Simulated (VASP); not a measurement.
Input of a VASP 6.6.1 run:

Contents of INCAR:

```
SYSTEM = CsTlF4
  PREC = Accurate
  ENCUT = 520
  EDIFF = 1E-8
  ISMEAR = -1
  SIGMA = 0.02
  LREAL = Auto
  LASPH = .TRUE.
  NELM = 100
  ALGO = Normal
  ISIF = 2
  LWAVE = .FALSE.
  LCHARG = .FALSE.
  GGA = PE
  LEFG = .TRUE.
  NBANDS = 118
```

Contents of KPOINTS:

```
regular mesh
0
G
  3 3 3
  0 0 0
```

The input POSCAR:

```
CsTlF4
1.0
    6.5644075700      0.0000000000      0.0000000000
    0.0000000000      8.4582358200      0.0000000000
    0.0000000000      0.0000000000      8.5415860600
Cs Tl F
4 4 16
Direct
    0.4834192200      0.8022325300      0.2500000000
    0.5165807800      0.1977674700      0.7500000000
    0.5165807800      0.3022325300      0.2500000000
    0.4834192200      0.6977674700      0.7500000000
    0.0000000000      0.0000000000      0.5000000000
    0.0000000000      0.0000000000      0.0000000000
    0.0000000000      0.5000000000      0.5000000000
    0.0000000000      0.5000000000      0.0000000000
    0.7055233900      0.9324234200      0.5563337100
    0.2944766100      0.0675765800      0.0563337100
    0.2944766100      0.4324234200      0.5563337100
    0.7055233900      0.5675765800      0.0563337100
    0.9024845200      0.9798175900      0.2500000000
    0.0975154800      0.0201824100      0.7500000000
    0.0975154800      0.4798175900      0.2500000000
    0.9024845200      0.5201824100      0.7500000000
    0.8820638300      0.2500000000      0.5000000000
    0.1179361700      0.7500000000      0.0000000000
    0.1179361700      0.7500000000      0.5000000000
    0.8820638300      0.2500000000      0.0000000000
    0.7055233900      0.5675765800      0.4436662900
    0.2944766100      0.4324234200      0.9436662900
    0.2944766100      0.0675765800      0.4436662900
    0.7055233900      0.9324234200      0.9436662900
```

Potentials or basis: VASP PAW PBE potentials, release 64 (Cs_sv, Tl_d, F).

Command:

```bash
$ cat potpaw_PBE.64/Cs_sv/POTCAR potpaw_PBE.64/Tl_d/POTCAR potpaw_PBE.64/F/POTCAR > POTCAR
$ mpirun -np 1 vasp_std > vasp.out
```

Problem. Estimate the pressure.

Solution. 2.9 GPa.

Problem. Predict the band gap on the k mesh.

Solution. 2.92 eV (least direct gap 2.97 eV).

Problem. What does it give for the largest force?

Solution. 0.330 eV/Å.

Electric field gradients, principal values (V/Å²):
```csv
atom,least,middle,greatest (by size)
1 Cs,-12.406,-41.308,53.714
2 Cs,-12.406,-41.308,53.714
3 Cs,-12.406,-41.308,53.714
4 Cs,-12.406,-41.308,53.714
5 Tl,135.325,162.387,-297.712
6 Tl,135.325,162.387,-297.712
7 Tl,135.325,162.387,-297.712
8 Tl,135.325,162.387,-297.712
9 F,-73.934,-79.135,153.069
10 F,-73.934,-79.135,153.069
11 F,-73.934,-79.135,153.069
12 F,-73.934,-79.135,153.069
13 F,-46.646,-74.663,121.309
14 F,-46.646,-74.663,121.309
15 F,-46.646,-74.663,121.309
16 F,-46.646,-74.663,121.309
17 F,-39.829,-72.856,112.685
18 F,-39.829,-72.856,112.685
19 F,-39.829,-72.856,112.685
20 F,-39.829,-72.856,112.685
21 F,-73.934,-79.135,153.069
22 F,-73.934,-79.135,153.069
23 F,-73.934,-79.135,153.069
24 F,-73.934,-79.135,153.069
```

Caveat: without QUAD_EFG the Cq values of the log hold for a quadrupole moment of 1 mb, not for the nuclei; spin-orbit coupling is left out, which moves the levels of the heavy elements; an odd mesh through Γ misses points on the zone boundary, where band edges can lie.
